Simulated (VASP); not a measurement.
# Ti6H in VASP: further runs

The runs below take Ti6H through single point, with PBE.

Program: VASP 6.6.1. These are calculated values, not measurements. Logs are shortened: lines on timing, memory, paths and dates and some standing lists are left out, and cuts for length are marked.

## (1) The cell of the first run

The cell holds a slab with vacuum, 14 atoms: a = 5.664 Å, b = 4.579 Å, c = 24.551 Å, α = 90.00°, β = 90.00°, γ = 90.00°.

## (2) Single point, PBE

INCAR reads:

```
SYSTEM = Ti6H
  ALGO = Normal
  DIPOL = 0.5 0.5 0.337
  EDIFF = 1E-6
  ENCUT = 520
  GGA = PE
  IDIPOL = 3
  ISIF = 2
  ISMEAR = 0
  LASPH = .True.
  LCHARG = .False.
  LDIPOL = .True.
  LREAL = .False.
  LWAVE = .False.
  NBANDS = 86
  NELM = 80
  PREC = Accurate
  SIGMA = 0.1
```

KPOINTS reads:

```
k-points
0
Gamma
  5 6 1
  0 0 0
```

POSCAR reads:

```
Ti6H
1.0
    5.6639455763      0.0000000000      0.0000000000
    0.0000000000      4.5793473381      0.0000000000
    0.0000000000      0.0000000000     24.5506933039
Ti H
12 2
Direct
    0.2500000000      0.0000000000      0.1629281891
    0.7500000000      0.0000000000      0.1629281891
    0.0000000000      0.5000000000      0.2167736627
    0.5000000000      0.5000000000      0.2167736627
    0.2500000000      0.0000000000      0.2706191363
    0.7500000000      0.0000000000      0.2706191363
    0.2500000000      0.5000000000      0.3256599435
    0.7500000000      0.5000000000      0.3256599435
    0.0000000000      0.0000000000      0.3779650127
    0.5000000000      0.0000000000      0.3779650127
    0.2500000000      0.5000000000      0.4297513383
    0.7500000000      0.5000000000      0.4297513383
   -0.1042559453      0.0000000000      0.5763867085
    0.1042559453      0.0000000000      0.5763867085
```

Potentials or basis: VASP PAW PBE potentials, release 64 (Ti_sv, H).

Command:

```sh
$ cat potpaw_PBE.64/Ti_sv/POTCAR potpaw_PBE.64/H/POTCAR > POTCAR
$ mpirun -np 1 vasp_std > vasp.out
```

OUTCAR:

```text
SYSTEM = Ti6H
   EDIFF = 1E-6
   ENCUT = 520
   GGA = PE
   ISIF = 2
   ISMEAR = 0
   LASPH = .True.
   LREAL = .False.
   NELM = 80
   PREC = Accurate

 ion  position               nearest neighbor table
   1  0.250  0.000  0.163-   5 2.64   2 2.83   2 2.83
   2  0.750  0.000  0.163-   6 2.64   1 2.83   1 2.83
   3  0.000  0.500  0.217-   4 2.83   4 2.83
   4  0.500  0.500  0.217-   3 2.83   3 2.83
   5  0.250  0.000  0.271-   1 2.64   7 2.66   7 2.66   6 2.83   6 2.83
   6  0.750  0.000  0.271-   2 2.64   8 2.66   8 2.66   5 2.83   5 2.83
   7  0.250  0.500  0.326-  11 2.56   5 2.66   5 2.66   8 2.83   8 2.83
   8  0.750  0.500  0.326-  12 2.56   6 2.66   6 2.66   7 2.83   7 2.83
   9  0.000  0.000  0.378-  10 2.83  10 2.83
  10  0.500  0.000  0.378-   9 2.83   9 2.83
  11  0.250  0.500  0.430-   7 2.56  12 2.83  12 2.83
  12  0.750  0.500  0.430-   8 2.56  11 2.83  11 2.83
  13  0.896  0.000  0.576-
  14  0.104  0.000  0.576-

  LATTYP: Found a simple orthorhombic cell.
 ALAT       =     4.5793473381
 B/A-ratio  =     1.2368455935
 C/A-ratio  =     5.3611773668

  Lattice vectors:

 A1 = (   0.0000000000,  -4.5793473381,   0.0000000000)
 A2 = (   5.6639455763,   0.0000000000,   0.0000000000)
 A3 = (   0.0000000000,   0.0000000000,  24.5506933039)

Analysis of symmetry for initial positions (statically):
=====================================================================
 Subroutine PRICEL returns:
 Original cell was already a primitive cell.

 Routine SETGRP: Setting up the symmetry group for a
 simple orthorhombic supercell.

 Subroutine GETGRP returns: Found  4 space group operations
 (whereof  4 operations were pure point group operations)
 out of a pool of  8 trial point group operations.

The static configuration has the point symmetry C_2v.

Analysis of symmetry for dynamics (positions and initial velocities):
=====================================================================
 Subroutine PRICEL returns:
 Original cell was already a primitive cell.

 Routine SETGRP: Setting up the symmetry group for a
 simple orthorhombic supercell.

 Subroutine GETGRP returns: Found  4 space group operations
 (whereof  4 operations were pure point group operations)
 out of a pool of  8 trial point group operations.

The dynamic configuration has the point symmetry C_2v.

 Subroutine INISYM returns: Found  4 space group operations
 (whereof  4 operations are pure point group operations),
 and found     1 'primitive' translations

----------------------------------------------------------------------------------------

                                     Primitive cell

  volume of cell :     636.7756

  direct lattice vectors                    reciprocal lattice vectors
     5.663945576  0.000000000  0.000000000     0.176555369  0.000000000  0.000000000
     0.000000000  4.579347338  0.000000000     0.000000000  0.218371730  0.000000000
     0.000000000  0.000000000 24.550693304     0.000000000  0.000000000  0.040732047

  length of vectors
     5.663945576  4.579347338 24.550693304     0.176555369  0.218371730  0.040732047

  position of ions in fractional coordinates (direct lattice)
     0.250000000  0.000000000  0.162928189
     0.750000000  0.000000000  0.162928189
     0.000000000  0.500000000  0.216773663
     0.500000000  0.500000000  0.216773663
     0.250000000  0.000000000  0.270619136
     0.750000000  0.000000000  0.270619136
     0.250000000  0.500000000  0.325659943
     0.750000000  0.500000000  0.325659943
     0.000000000  0.000000000  0.377965013
     0.500000000  0.000000000  0.377965013
     0.250000000  0.500000000  0.429751338
     0.750000000  0.500000000  0.429751338
     0.895744055  0.000000000  0.576386709
     0.104255945  0.000000000  0.576386709

  ion indices of the primitive-cell ions
   primitive index   ion index
                 1           1
                 2           2
                 3           3
[... 26 lines left out ...]

  Length of vectors
     0.035311074  0.036395288  0.040732047

  Shift w.r.t. Gamma in fractional coordinates (k-lattice)
     0.000000000  0.000000000  0.000000000

 Subroutine IBZKPT returns following result:
 ===========================================

 Found     12 irreducible k-points:

 Following reciprocal coordinates:
            Coordinates               Weight
  0.000000  0.000000  0.000000      1.000000
  0.200000  0.000000  0.000000      2.000000
  0.400000  0.000000  0.000000      2.000000
  0.000000  0.166667  0.000000      2.000000
  0.200000  0.166667  0.000000      4.000000
  0.400000  0.166667  0.000000      4.000000
  0.000000  0.333333  0.000000      2.000000
  0.200000  0.333333  0.000000      4.000000
  0.400000  0.333333  0.000000      4.000000
  0.000000  0.500000  0.000000      1.000000
  0.200000  0.500000  0.000000      2.000000
  0.400000  0.500000  0.000000      2.000000
   k-points           NKPTS =     12   k-points in BZ     NKDIM =     12   number of bands    NBANDS=     86
   number of dos      NEDOS =    301   number of ions     NIONS =     14
   total plane-waves  NPLWV = 290304
   dimension x,y,z NGX =    42 NGY =   36 NGZ =  192
   dimension x,y,z NGXF=    84 NGYF=   72 NGZF=  384
   ions per type =              12   2
   NGX,Y,Z   is equivalent  to a cutoff of  12.33, 13.07, 13.00 a.u.
   NGXF,Y,Z  is equivalent  to a cutoff of  24.66, 26.14, 26.00 a.u.
 SYSTEM =  Ti6H
   PREC   = accura    normal or accurate (medium, high low for compatibility)
   ISTART =      0    job   : 0-new  1-cont  2-samecut
   ICHARG =      2    charge: 1-file 2-atom 10-const
   ISPIN  =      1    spin polarized calculation?
   LNONCOLLINEAR =      F non collinear calculations
   LSORBIT =      F    spin-orbit coupling
   LASPH  =      T    aspherical Exc in radial PAW
   ENCUT  =  520.0 eV  38.22 Ry    6.18 a.u.  10.53  8.51 45.65*2*pi/ulx,y,z
   NELM   =     80;   NELMIN=  2; NELMDL= -5     # of ELM steps
   EDIFF  = 0.1E-05   stopping-criterion for ELM
   LREAL  =      F    real-space projection
   EDIFFG = 0.1E-04   stopping-criterion for IOM
   NSW    =      0    number of steps for IOM
   IBRION =     -1    ionic relax: 0-MD 1-quasi-New 2-CG
   NFREE  =      0    steps in history (QN), initial steepest desc. (CG)
   ISIF   =      2    stress and relaxation
   ISYM   =      2    0-nonsym 1-usesym 2-fastsym
   POTIM  = 0.5000    time-step for ionic-motion
   TEBEG  =    0.0;   TEEND  =   0.0 temperature during run
   PSTRESS=    0.0 pullay stress
   NELECT =     146.0000    total number of electrons
   NUPDOWN=      -1.0000    fix difference up-down
   EMIN   =  10.00;   EMAX   =-10.00  energy-range for DOS
   EFERMI =   0.00;   METHOD = LEGACY
   ISMEAR =     0;   SIGMA  =   0.10  broadening in eV -4-tet -1-fermi 0-gaus
   EFERMI_NEDOS =   21; number of points for ismear=-14 and -15
   IALGO  =     38    algorithm
   IMIX   =      4    mixing-type and parameters
     AMIX     =   0.40;   BMIX     =  1.00
     AMIX_MAG =   1.60;   BMIX_MAG =  1.00
  volume/ion in A,a.u.               =      45.48       306.94
  Fermi-wavevector in a.u.,A,eV,Ry     =   1.001991  1.893488 13.660047  1.003985
  Thomas-Fermi vector in A             =   2.134449
   LORBIT       =      0    0 simple, 1 ext, 2 COOP (PROOUT), +10 PAW based schemes
   GGA     = PE    functional components
   LHFCALC =     F    Hartree Fock is set to
   AEXX    =    0.0000 exact exchange contribution
   IVDW    =     0    specifies the selected vdW correction
   LEPSILON=     F    determine dielectric tensor
   LRPA    =     F    only Hartree local field effects (RPA)
 non-spin polarized calculation
 Gauss-broadening in eV      SIGMA  =   0.10
  energy-cutoff  :      520.00
  volume of cell :      636.78
 maximum number of plane-waves:     17211
 NGX is ok and might be reduce to    42
   NGX = 21   NGY = 17   NGZ = 91

 dipolmoment           0.000000      0.000000     -0.006190 electrons x Angstroem

 number of electron     146.0000057 magnetization

 dipolmoment           0.000000      0.000000      0.023195 electrons x Angstroem

 Free energy of the ion-electron system (eV)
  ---------------------------------------------------
  ext. energy  EPLUGINS =         0.00000000
  ---------------------------------------------------
  free energy    TOTEN  =       -92.19760283 eV

  energy without entropy =      -92.10057222  energy(sigma->0) =      -92.14908752

 E-fermi :   0.5312     XC(G=0):  -4.9611

 val. band max:        0.5291592578   @ k =   0.2000   0.3333   0.0000
 cond. band min:       0.5538726015   @ k =   0.4000   0.5000   0.0000
 fundamental gap:      0.0247133436
 Fermi energy:         0.5312261158

 k-point     1 :       0.0000    0.0000    0.0000
  band No.  band energies     occupation
      1     -56.4467      2.00000
      2     -56.4023      2.00000
      3     -56.3858      2.00000
      4     -56.3378      2.00000
      5     -56.3209      2.00000
      6     -56.2872      2.00000
[... 1045 lines left out ...]
     84       1.0974      0.00000
     85       1.1374      0.00000
 [bands above 85 left out]

------------------------ aborting loop because EDIFF is reached ----------------------------------------

 vacuum level on the upper side and lower side of the slab       (xc-potential included)        -0.091        -0.239

  FORCE on cell =-STRESS in cart. coord.  units (eV):
  Direction    XX          YY          ZZ          XY          YZ          ZX
  --------------------------------------------------------------------------------------
  -------------------------------------------------------------------------------------
  Total      -11.5410368    -11.8647432     -2.2616116      0.0000000      0.0000000      0.0000000
  in kB      -29.0381531    -29.8526237     -5.6903919      0.0000000      0.0000000      0.0000000
  external PRESSURE =     -21.5270563 kB  Pullay stress =       0.0000000 kB

 VOLUME and BASIS-vectors are now :
 -----------------------------------------------------------------------------
  energy-cutoff  :      520.00
  volume of cell :      636.78
      direct lattice vectors                 reciprocal lattice vectors
     5.663945576  0.000000000  0.000000000     0.176555369  0.000000000  0.000000000
     0.000000000  4.579347338  0.000000000     0.000000000  0.218371730  0.000000000
     0.000000000  0.000000000 24.550693304     0.000000000  0.000000000  0.040732047

 POSITION                                       TOTAL-FORCE (eV/Angst)
 -----------------------------------------------------------------------------------
      1.41599      0.00000      4.00000        -0.000276      0.000000      0.377445
      4.24796      0.00000      4.00000         0.000276      0.000000      0.377445
      0.00000      2.28967      5.32194         0.000000      0.000000     -0.001687
      2.83197      2.28967      5.32194         0.000000      0.000000     -0.001955
      1.41599      0.00000      6.64389         0.003353      0.000000     -0.337000
      4.24796      0.00000      6.64389        -0.003353     -0.000000     -0.337000
      1.41599      2.28967      7.99518         0.000139      0.000000     -0.018917
      4.24796      2.28967      7.99518        -0.000139      0.000000     -0.018917
      0.00000      0.00000      9.27930         0.000000      0.000000     -0.027021
      2.83197      0.00000      9.27930         0.000000      0.000000     -0.001537
      1.41599      2.28967     10.55069         0.017441     -0.000000     -0.004060
      4.24796      2.28967     10.55069        -0.017441      0.000000     -0.004060
      5.07345      0.00000     14.15069         4.610241      0.000000     -0.001369
      0.59050      0.00000     14.15069        -4.610241      0.000000     -0.001369
 -----------------------------------------------------------------------------------
    total drift:                                0.000000      0.000000     -0.000461

  FREE ENERGIE OF THE ION-ELECTRON SYSTEM (eV)
  ---------------------------------------------------
  free  energy   TOTEN  =       -92.1976028276 eV

  energy  without entropy=      -92.1005722213  energy(sigma->0) =      -92.14908752

 vacuum level on the upper side and lower side of the slab         3.933         3.780
```

It took 51 min on 1 thread of Intel Xeon Platinum 8259CL at 2.50GHz (Skylake/Cascade Lake), shared host; peak memory 0.87 GiB.

Results:

```yaml
Free_energy: -92.1976 eV
Largest_force: 4.610 eV/Å
Band_gap_on_the_k_mesh: zero (bands 73 and 74 overlap by 0.12 eV)
```

Forces in eV/Å, atoms in the order of the input:
```
Ti   0.000  0.000  0.377
Ti   0.000  0.000  0.377
Ti   0.000  0.000 -0.002
Ti   0.000  0.000 -0.002
Ti   0.003  0.000 -0.337
Ti  -0.003  0.000 -0.337
Ti   0.000  0.000 -0.019
Ti   0.000  0.000 -0.019
Ti   0.000  0.000 -0.027
Ti   0.000  0.000 -0.002
Ti   0.017  0.000 -0.004
Ti  -0.017  0.000 -0.004
H    4.610  0.000 -0.001
H   -4.610  0.000 -0.001
```

Levels at points of the mesh, in eV from the Fermi level:
| k point | band 70 | band 71 | band 72 | band 73 | band 74 | band 75 | band 76 | band 77 |
| --- | --- | --- | --- | --- | --- | --- | --- | --- |
| (0.00, 0.00, 0.00) | -0.61 | -0.34 | -0.16 | -0.03 | 0.07 | 0.09 | 0.15 | 0.27 |
| (0.00, 0.50, 0.00) | -0.25 | -0.24 | -0.21 | -0.18 | 0.24 | 0.24 | 0.38 | 0.39 |

## (3) Single point, PBE

INCAR reads:

```
SYSTEM = Ti6H
  PREC = Accurate
  ENCUT = 520
  EDIFF = 1E-7
  ISMEAR = 0
  SIGMA = 0.1
  LREAL = .FALSE.
  LASPH = .TRUE.
  NELM = 100
  ALGO = Normal
  ISIF = 2
  LWAVE = .FALSE.
  LCHARG = .TRUE.
  LDIPOL = .TRUE.
  IDIPOL = 3
  DIPOL = 0.5 0.5 0.323
  GGA = PE
  LELF = .TRUE.
  LVHAR = .TRUE.
  LVACPOTAV = .TRUE.
  NBANDS = 86
```

KPOINTS reads:

```
regular mesh
0
G
  5 6 1
  0 0 0
```

Changes to POSCAR since step 2:

```diff
@@ -20,3 +20,3 @@
     0.7500000000      0.5000000000      0.4297513383
-   -0.1042559453      0.0000000000      0.5763867085
-    0.1042559453      0.0000000000      0.5763867085
+   -0.0662082633      0.0000000000      0.4741492698
+    0.0662082633      0.0000000000      0.4741492698
```

Potentials or basis: VASP PAW PBE potentials, release 64 (Ti_sv, H).

Command:

```sh
$ cat potpaw_PBE.64/Ti_sv/POTCAR potpaw_PBE.64/H/POTCAR > POTCAR
$ mpirun -np 1 vasp_std > vasp.out
```

Wall time 50 min (1 thread of Intel Xeon Platinum 8259CL at 2.50GHz (Skylake/Cascade Lake), shared host); peak memory 0.88 GiB.

The run converged. Its results:

```yaml
Free_energy: -93.2905 eV
Largest_force: 1.845 eV/Å
Band_gap_on_the_k_mesh: zero (bands 73 and 74 overlap by 0.10 eV)
```

Forces on the atoms (eV/Å):
```
Ti  -0.006  0.000  0.412
Ti   0.006  0.000  0.412
Ti   0.000  0.000 -0.042
Ti   0.000  0.000 -0.033
Ti   0.030  0.000 -0.380
Ti  -0.030  0.000 -0.380
Ti  -0.054  0.000  0.144
Ti   0.054  0.000  0.144
Ti   0.000  0.000  0.639
Ti   0.000  0.000 -0.144
Ti   0.306  0.000 -0.215
Ti  -0.306  0.000 -0.215
H   -1.837  0.000 -0.171
H    1.837  0.000 -0.171
```

Levels at points of the mesh, in eV from the Fermi level:
```
           k point  band 69  band 70  band 71  band 72  band 73  band 74  band 75  band 76  band 77  band 78
(0.00, 0.00, 0.00)    -0.63    -0.60    -0.43    -0.17    -0.04    -0.01     0.04     0.26     0.28     0.31
(0.00, 0.50, 0.00)    -0.32    -0.25    -0.25    -0.17     0.01     0.23     0.28     0.35     0.50     0.54
```

## (4) Single point, PBE

INCAR reads:

```
SYSTEM = Ti6H
PREC = Accurate
ENCUT = 520
EDIFF = 1E-6
ISMEAR = 0
SIGMA = 0.1
LREAL = .False.
LASPH = .True.
NELM = 60
ALGO = Normal
ISIF = 2
LWAVE = .False.
LCHARG = .False.
LDIPOL = .True.
IDIPOL = 3
DIPOL = 0.5 0.5 0.331
GGA = PE
NBANDS = 86
```

KPOINTS reads:

```
Automatic mesh
0
Gamma
  5 6 1
  0 0 0
```

Changes to POSCAR since step 3:

```diff
@@ -20,3 +20,3 @@
     0.7500000000      0.5000000000      0.4297513383
-   -0.0662082633      0.0000000000      0.4741492698
-    0.0662082633      0.0000000000      0.4741492698
+   -0.0662082633      0.0000000000      0.5356546612
+    0.0662082633      0.0000000000      0.5356546612
```

Command:

```sh
$ cat potpaw_PBE.64/Ti_sv/POTCAR potpaw_PBE.64/H/POTCAR > POTCAR
$ mpirun -np 1 vasp_std > vasp.out
```

Run time: 53 min. Hardware: 1 thread of Intel Xeon Platinum 8259CL at 2.50GHz (Skylake/Cascade Lake), shared host; peak memory 0.89 GiB.

Results (log left out):

```
Free energy            : -93.5910 eV
Largest force          : 0.379 eV/Å
Band gap on the k mesh : zero (bands 73 and 74 overlap by 0.12 eV)
```

Forces in eV/Å, atoms in the order of the input:
```
Ti   0.000  0.000  0.379
Ti   0.000  0.000  0.379
Ti   0.000  0.000 -0.002
Ti   0.000  0.000 -0.003
Ti   0.010  0.000 -0.344
Ti  -0.010  0.000 -0.344
Ti  -0.001  0.000 -0.010
Ti   0.001  0.000 -0.010
Ti   0.000  0.000 -0.044
Ti   0.000  0.000  0.008
Ti   0.057  0.000 -0.098
Ti  -0.057  0.000 -0.098
H   -0.070  0.000  0.094
H    0.070  0.000  0.094
```

Levels at points of the mesh, in eV from the Fermi level:
| k point | band 71 | band 72 | band 73 | band 74 | band 75 | band 76 |
| --- | --- | --- | --- | --- | --- | --- |
| (0.00, 0.00, 0.00) | -0.35 | -0.16 | -0.03 | 0.06 | 0.07 | 0.18 |
| (0.00, 0.50, 0.00) | -0.24 | -0.22 | -0.18 | 0.23 | 0.25 | 0.37 |

## (5) Overview

```csv
cell,gap on the mesh (eV),largest force (eV/Å)
"as given, atomic positions A",none,4.61
"as given, atomic positions B",none,1.84
"as given, atomic positions C",none,0.38
```

Alike in all rows: task single point; level PBE; potentials or basis VASP PAW PBE potentials, release 64 (Ti_sv, H); no spin polarisation; k mesh 5 × 6 × 1; cutoff (eV) 520; smearing gaussian 0.1 eV.

Absolute energies hang on the potentials; compare differences alone.
